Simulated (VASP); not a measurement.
# Si (P6/mmm) in VASP: a series of runs

Runs on Si. Level: r2SCAN. Tasks: single point.

Program: VASP 6.6.1. These are calculated values, not measurements. Logs are shortened: lines on timing, memory, paths and dates and some standing lists are left out, and cuts for length are marked.

## Step 1: The cell of the first run

The structure is hexagonal, space group P6/mmm (No. 191). Conventional cell: a = 2.490 Å, b = 2.490 Å, c = 2.343 Å, α = 90.00°, β = 90.00°, γ = 120.00°. Within 3.1 Å of Si (site symmetry 6/mmm) lie 8 Si at 2.34 to 2.49 Å.

This isn't the form of Si at room conditions, which is diamond.

## Step 2: Single point, r2SCAN (strain -0.050 along x and y, -0.050 along z)

POSCAR

```
Si
1.0
    2.4895156742      0.0000000000      0.0000000000
   -1.2447578371      2.1559838169      0.0000000000
    0.0000000000      0.0000000000      2.3430366705
Si
1
Direct
    0.0000000000      0.0000000000      0.0000000000
```

INCAR.step1

```
ALGO = Normal ; EDIFF = 1E-4
ENCUT = 520 ; GGA = PE
ISMEAR = 0 ; LASPH = T
LCHARG = F ; LREAL = F
LWAVE = T ; NBANDS = 8
NELM = 60 ; PREC = Accurate
SIGMA = 0.15
```

INCAR.step2

```
ALGO = Normal ; EDIFF = 1E-6
ENCUT = 520 ; ISIF = 2
ISMEAR = 0 ; ISTART = 1
LASPH = T ; LCHARG = F
LMIXTAU = T ; LREAL = F
LWAVE = F ; METAGGA = R2SCAN
NBANDS = 8 ; NELM = 60
PREC = Accurate ; SIGMA = 0.15
```

KPOINTS

```
k-points
0
Gamma
  24 24 20
```

Potentials or basis: VASP PAW PBE potentials, release 64 (Si).

Run with:

```
cat potpaw_PBE.64/Si/POTCAR > POTCAR
cp INCAR.step1 INCAR
mpirun -np 1 vasp_std > vasp.out
cp INCAR.step2 INCAR
mpirun -np 1 vasp_std > vasp.out
```

OUTCAR:

```text
EDIFF = 1E-6
   ENCUT = 520
   ISIF = 2
   ISMEAR = 0
   ISTART = 1
   LASPH = T
   LREAL = F
   METAGGA = R2SCAN
   NELM = 60
   PREC = Accurate

 ion  position               nearest neighbor table
   1  0.000  0.000  0.000-

  LATTYP: Found a hexagonal cell.
 ALAT       =     2.4895156742
 C/A-ratio  =     0.9411616463

  Lattice vectors:

 A1 = (   2.4895156742,   0.0000000000,   0.0000000000)
 A2 = (  -1.2447578371,   2.1559838169,   0.0000000000)
 A3 = (   0.0000000000,   0.0000000000,   2.3430366705)

Analysis of symmetry for initial positions (statically):
=====================================================================
 Subroutine PRICEL returns:
 Original cell was already a primitive cell.

 Routine SETGRP: Setting up the symmetry group for a
 hexagonal supercell.

 Subroutine GETGRP returns: Found 24 space group operations
 (whereof 24 operations were pure point group operations)
 out of a pool of 24 trial point group operations.

The static configuration has the point symmetry D_6h.

Analysis of symmetry for dynamics (positions and initial velocities):
=====================================================================
 Subroutine PRICEL returns:
 Original cell was already a primitive cell.

 Routine SETGRP: Setting up the symmetry group for a
 hexagonal supercell.

 Subroutine GETGRP returns: Found 24 space group operations
 (whereof 24 operations were pure point group operations)
 out of a pool of 24 trial point group operations.

The dynamic configuration has the point symmetry D_6h.

 Subroutine INISYM returns: Found 24 space group operations
 (whereof 24 operations are pure point group operations),
 and found     1 'primitive' translations

----------------------------------------------------------------------------------------

                                     Primitive cell

  volume of cell :      12.5759

  direct lattice vectors                    reciprocal lattice vectors
     2.489515674  0.000000000  0.000000000     0.401684557  0.231912687  0.000000000
    -1.244757837  2.155983817  0.000000000     0.000000000  0.463825374  0.000000000
     0.000000000  0.000000000  2.343036671     0.000000000  0.000000000  0.426796564

  length of vectors
     2.489515674  2.489515674  2.343036671     0.463825374  0.463825374  0.426796564

  position of ions in fractional coordinates (direct lattice)
     0.000000000  0.000000000  0.000000000

  ion indices of the primitive-cell ions
   primitive index   ion index
                 1           1

----------------------------------------------------------------------------------------

 KPOINTS: k-points

Automatic generation of k-mesh.
 Grid dimensions read from file:
 generate k-points for:   24   24   20

 Generating k-lattice:

  Cartesian coordinates                     Fractional coordinates (reciprocal lattice)
     0.016736857  0.009663029  0.000000000     0.041666667  0.000000000  0.000000000
     0.000000000  0.019326057  0.000000000     0.000000000  0.041666667  0.000000000
     0.000000000  0.000000000  0.021339828     0.000000000  0.000000000  0.050000000

  Length of vectors
     0.019326057  0.019326057  0.021339828

  Shift w.r.t. Gamma in fractional coordinates (k-lattice)
     0.000000000  0.000000000  0.000000000

 Subroutine IBZKPT returns following result:
 ===========================================

 Found    671 irreducible k-points:

 Following reciprocal coordinates:
            Coordinates               Weight
  0.000000  0.000000  0.000000      1.000000
  0.041667 -0.000000  0.000000      6.000000
  0.083333  0.000000  0.000000      6.000000
  0.125000 -0.000000  0.000000      6.000000
  0.166667 -0.000000  0.000000      6.000000
  0.208333 -0.000000  0.000000      6.000000
[... 16 lines left out ...]
  0.416667  0.041667  0.000000     12.000000
  0.458333  0.041667  0.000000     12.000000
 [... further k-points ...]
   k-points           NKPTS =    671   k-points in BZ     NKDIM =    671   number of bands    NBANDS=      8
   number of dos      NEDOS =    301   number of ions     NIONS =      1
   total plane-waves  NPLWV =   7200
   dimension x,y,z NGX =    20 NGY =   20 NGZ =   18
   dimension x,y,z NGXF=    40 NGYF=   40 NGZF=   36
   ions per type =               1
   NGX,Y,Z   is equivalent  to a cutoff of  13.36, 13.36, 12.77 a.u.
   NGXF,Y,Z  is equivalent  to a cutoff of  26.71, 26.71, 25.54 a.u.
 SYSTEM =  unknown system
   PREC   = accura    normal or accurate (medium, high low for compatibility)
   ISTART =      1    job   : 0-new  1-cont  2-samecut
   ICHARG =      0    charge: 1-file 2-atom 10-const
   ISPIN  =      1    spin polarized calculation?
   LNONCOLLINEAR =      F non collinear calculations
   LSORBIT =      F    spin-orbit coupling
   LASPH  =      T    aspherical Exc in radial PAW
   ENCUT  =  520.0 eV  38.22 Ry    6.18 a.u.   4.63  4.63  4.36*2*pi/ulx,y,z
   NELM   =     60;   NELMIN=  2; NELMDL=  0     # of ELM steps
   EDIFF  = 0.1E-05   stopping-criterion for ELM
   LREAL  =      F    real-space projection
   EDIFFG = 0.1E-04   stopping-criterion for IOM
   NSW    =      0    number of steps for IOM
   IBRION =     -1    ionic relax: 0-MD 1-quasi-New 2-CG
   NFREE  =      0    steps in history (QN), initial steepest desc. (CG)
   ISIF   =      2    stress and relaxation
   ISYM   =      2    0-nonsym 1-usesym 2-fastsym
   POTIM  = 0.5000    time-step for ionic-motion
   TEBEG  =    0.0;   TEEND  =   0.0 temperature during run
   PSTRESS=    0.0 pullay stress
   NELECT =       4.0000    total number of electrons
   NUPDOWN=      -1.0000    fix difference up-down
   EMIN   =  10.00;   EMAX   =-10.00  energy-range for DOS
   EFERMI =   0.00;   METHOD = LEGACY
   ISMEAR =     0;   SIGMA  =   0.15  broadening in eV -4-tet -1-fermi 0-gaus
   EFERMI_NEDOS =   21; number of points for ismear=-14 and -15
   IALGO  =     38    algorithm
   IMIX   =      4    mixing-type and parameters
     AMIX     =   0.40;   BMIX     =  1.00
     AMIX_MAG =   1.60;   BMIX_MAG =  1.00
  volume/ion in A,a.u.               =      12.58        84.87
  Fermi-wavevector in a.u.,A,eV,Ry     =   1.117502  2.111773 16.991104  1.248811
  Thomas-Fermi vector in A             =   2.254125
   LORBIT       =      0    0 simple, 1 ext, 2 COOP (PROOUT), +10 PAW based schemes
   METAGGA = R2SCAN    functional components
   LHFCALC =     F    Hartree Fock is set to
   AEXX    =    0.0000 exact exchange contribution
   IVDW    =     0    specifies the selected vdW correction
   LEPSILON=     F    determine dielectric tensor
   LRPA    =     F    only Hartree local field effects (RPA)
 non-spin polarized calculation
 Gauss-broadening in eV      SIGMA  =   0.15
  energy-cutoff  :      520.00
  volume of cell :       12.58
 maximum number of plane-waves:       357
 NGX is ok and might be reduce to    20
   NGX =  9   NGY =  9   NGZ =  9

 number of electron       4.0000000 magnetization

 Free energy of the ion-electron system (eV)
  ---------------------------------------------------
  ext. energy  EPLUGINS =         0.00000000
  ---------------------------------------------------
  free energy    TOTEN  =        -8.15253334 eV

  energy without entropy =       -8.14884632  energy(sigma->0) =       -8.15068983

 E-fermi :  11.8659     XC(G=0): -12.3736

 val. band max:       11.8622262317   @ k =   0.3750   0.1667   0.0000
 cond. band min:      11.8661241603   @ k =   0.4167   0.1667   0.0500
 fundamental gap:      0.0038979286
 Fermi energy:        11.8658528393

 k-point     1 :       0.0000    0.0000    0.0000
  band No.  band energies     occupation
      1      -4.6093      2.00000
      2      19.8253      0.00000
      3      21.4642      0.00000
      4      24.8164      0.00000
      5      24.8164      0.00000
      6      25.5097      0.00000
      7      25.5097      0.00000
      8      31.5574      0.00000

 k-point     2 :       0.0417   -0.0000    0.0000
  band No.  band energies     occupation
      1      -4.5520      2.00000
      2      19.6959      0.00000
      3      21.5121      0.00000
      4      23.8144      0.00000
      5      23.9922      0.00000
      6      25.9971      0.00000
      7      26.4314      0.00000
      8      32.2280      0.00000

 k-point     3 :       0.0833    0.0000    0.0000
  band No.  band energies     occupation
      1      -4.3804      2.00000
      2      19.2095      0.00000
      3      21.6561      0.00000
      4      22.4344      0.00000
      5      22.9942      0.00000
      6      26.3044      0.00000
      7      27.7212      0.00000
      8      33.8601      0.00000

 k-point     4 :       0.1250   -0.0000    0.0000
  band No.  band energies     occupation
      1      -4.0946      2.00000
      2      18.1448      0.00000
      3      21.4051      0.00000
      4      21.8960      0.00000
      5      22.0781      0.00000
      6      26.4731      0.00000
      7      29.1222      0.00000
      8      35.8009      0.00000

 k-point     5 :       0.1667   -0.0000    0.0000
  band No.  band energies     occupation
      1      -3.6953      2.00000
      2      16.5716      0.00000
      3      20.7951      0.00000
      4      21.2558      0.00000
      5      22.2318      0.00000
      6      26.6710      0.00000
      7      30.6196      0.00000
      8      37.3274      0.00000

 k-point     6 :       0.2083   -0.0000    0.0000
  band No.  band energies     occupation
      1      -3.1831      2.00000
      2      14.7933      0.00000
      3      20.3701      0.00000
      4      20.5297      0.00000
      5      22.6632      0.00000
      6      26.9791      0.00000
      7      32.2063      0.00000
      8      37.8762      0.00000

 k-point     7 :       0.2500   -0.0000    0.0000
  band No.  band energies     occupation
      1      -2.5591      2.00000
      2      12.9798      0.00000
      3      19.9006      0.00000
      4      20.0082      0.00000
      5      23.1902      0.00000
      6      27.4290      0.00000
      7      33.8741      0.00000
      8      36.4177      0.00000
[... 133 lines left out ...]
 k-point    20 :       0.2917    0.0417    0.0000
  band No.  band energies     occupation
      1      -1.3734      2.00000
      2      10.3707      2.00000
      3      17.6641      0.00000
      4      20.9902      0.00000
      5      24.1940      0.00000
      6      28.4454      0.00000
      7      34.2585      0.00000
      8      36.0852      0.00000

 k-point    21 :       0.3333    0.0417    0.0000
  band No.  band energies     occupation
      1      -0.4751      2.00000
      2       8.6906      2.00000
      3      17.2965      0.00000
      4      20.7283      0.00000
      5      24.9556      0.00000
      6      29.2382      0.00000
      7      32.8539      0.00000
      8      37.2528      0.00000

 k-point    22 :       0.3750    0.0417    0.0000
  band No.  band energies     occupation
      1       0.5303      2.00000
      2       7.0932      2.00000
      3      17.0181      0.00000
      4      20.5211      0.00000
      5      25.8068      0.00000
      6      30.1546      0.00000
      7      31.5075      0.00000
      8      36.3328      0.00000

 k-point    23 :       0.4167    0.0417    0.0000
  band No.  band energies     occupation
      1       1.6408      2.00000
      2       5.5857      2.00000
      3      16.8312      0.00000
      4      20.3780      0.00000
      5      26.7377      0.00000
      6      30.2406      0.00000
      7      31.1654      0.00000
      8      35.0878      0.00000

 k-point    24 :       0.4583    0.0417    0.0000
  band No.  band energies     occupation
      1       2.8532      2.00000
      2       4.1742      2.00000
      3      16.7373      0.00000
      4      20.3049      0.00000
      5      27.6845      0.00000
      6      29.1241      0.00000
      7      32.1529      0.00000
      8      33.9613      0.00000

 [... further k-points ...]

------------------------ aborting loop because EDIFF is reached ----------------------------------------

  FORCE on cell =-STRESS in cart. coord.  units (eV):
  Direction    XX          YY          ZZ          XY          YZ          ZX
  --------------------------------------------------------------------------------------
  -------------------------------------------------------------------------------------
  Total        2.0949629      2.0949629      2.4594762      0.0000000      0.0000000      0.0000000
  in kB      266.8993182    266.8993182    313.3385055      0.0000000      0.0000000      0.0000000
  external PRESSURE =     282.3790473 kB  Pullay stress =       0.0000000 kB

 VOLUME and BASIS-vectors are now :
 -----------------------------------------------------------------------------
  energy-cutoff  :      520.00
  volume of cell :       12.58
      direct lattice vectors                 reciprocal lattice vectors
     2.489515674  0.000000000  0.000000000     0.401684557  0.231912687  0.000000000
    -1.244757837  2.155983817  0.000000000     0.000000000  0.463825374  0.000000000
     0.000000000  0.000000000  2.343036671     0.000000000  0.000000000  0.426796564

 POSITION                                       TOTAL-FORCE (eV/Angst)
 -----------------------------------------------------------------------------------
      0.00000      0.00000      0.00000         0.000000      0.000000      0.000000
 -----------------------------------------------------------------------------------
    total drift:                               -0.000000     -0.000000      0.000000

  FREE ENERGIE OF THE ION-ELECTRON SYSTEM (eV)
  ---------------------------------------------------
  free  energy   TOTEN  =        -8.1525333434 eV

  energy  without entropy=       -8.1488463205  energy(sigma->0) =       -8.15068983
```

Run time: 2.6 min. Hardware: 1 thread of Intel Xeon Platinum 8259CL at 2.50GHz (Skylake/Cascade Lake), shared host; peak memory 0.16 GiB.

What came out:

- Free energy: -8.1525 eV
- Pressure: 28.2 GPa
- Band gap on the k mesh: zero (bands 2 and 3 overlap by 13.70 eV)

Stress tensor (GPa, compression positive):
```
26.69  0.00  0.00
 0.00 26.69  0.00
 0.00  0.00 31.33
```

Levels at points of the mesh, in eV from the Fermi level:
| k point | band 1 | band 2 | band 3 | band 4 | band 5 | band 6 | band 7 |
| --- | --- | --- | --- | --- | --- | --- | --- |
| (0.00, 0.00, 0.00) | -16.48 | 7.96 | 9.60 | 12.95 | 12.95 | 13.64 | 13.64 |
| (0.50, 0.00, 0.00) | -8.47 | -8.34 | 6.29 | 6.97 | 16.05 | 16.93 | 20.49 |
| (0.00, 0.00, 0.50) | -10.44 | -8.82 | 16.94 | 16.94 | 17.93 | 17.93 | 18.64 |
| (0.50, 0.00, 0.50) | -3.62 | -2.60 | -1.32 | 0.90 | 11.08 | 13.75 | 15.11 |

Caveat: the cell differs from its parent crystal (strain -0.050 along x and y, -0.050 along z); the cell stands under pressure; the PAW data sets were made with another functional, which shifts forces and pressure a little.

## Step 3: Single point, r2SCAN (strain -0.050 along x and y, -0.025 along z)

POSCAR: that of step 2 with these lines changed.

```diff
@@ -4,3 +4,3 @@
    -1.2447578371      2.1559838169      0.0000000000
-    0.0000000000      0.0000000000      2.3430366705
+    0.0000000000      0.0000000000      2.4046955302
 Si
```

INCAR.step1

```
PREC = Accurate
ENCUT = 520
ISMEAR = 0
SIGMA = 0.15
LREAL = False
LASPH = True
NELM = 60
NBANDS = 8
GGA = PE
ALGO = Normal
EDIFF = 1E-4
LWAVE = True
LCHARG = False
```

INCAR.step2

```
PREC = Accurate
ENCUT = 520
EDIFF = 1E-6
ISMEAR = 0
SIGMA = 0.15
LREAL = False
LASPH = True
NELM = 60
ALGO = Normal
ISIF = 2
LWAVE = False
LCHARG = False
METAGGA = R2SCAN
LMIXTAU = True
NBANDS = 8
ISTART = 1
```

KPOINTS

```
Automatic mesh
0
Gamma
  24 24 20
```

Potentials or basis: VASP PAW PBE potentials, release 64 (Si).

Run with:

```
cat potpaw_PBE.64/Si/POTCAR > POTCAR
cp INCAR.step1 INCAR
mpirun -np 1 vasp_std > vasp.out
cp INCAR.step2 INCAR
mpirun -np 1 vasp_std > vasp.out
```

Run time: 2.6 min. Hardware: 1 thread of Intel Xeon Platinum 8259CL at 2.50GHz (Skylake/Cascade Lake), shared host; peak memory 0.17 GiB.

The run converged. Its results:

| Item | Value |
| --- | --- |
| Free energy | -8.2020 eV |
| Pressure | 22.3 GPa |
| Band gap on the k mesh | zero (bands 2 and 3 overlap by 13.15 eV) |

Stress tensor (GPa, compression positive):
```
24.93  0.00  0.00
 0.00 24.93  0.00
 0.00  0.00 16.91
```

Levels at points of the mesh, in eV from the Fermi level:
```tsv
k point	band 1	band 2	band 3	band 4	band 5
(0.00, 0.00, 0.00)	-16.21	7.64	8.45	13.22	13.22
(0.50, 0.00, 0.00)	-8.17	-8.11	6.54	7.17	14.90
(0.00, 0.00, 0.50)	-10.71	-8.65	16.78	16.78	17.68
(0.50, 0.00, 0.50)	-3.85	-2.36	-1.62	1.06	10.85
```

Caveat: the cell differs from its parent crystal (strain -0.050 along x and y, -0.025 along z); the stress differs along the axes, from 17 to 25 GPa; the PAW data sets were made with another functional, which shifts forces and pressure a little.

(Part 1 of 2 ends here.)

The gap in the log of VASP goes by the Fermi energy; the results here count the filled bands.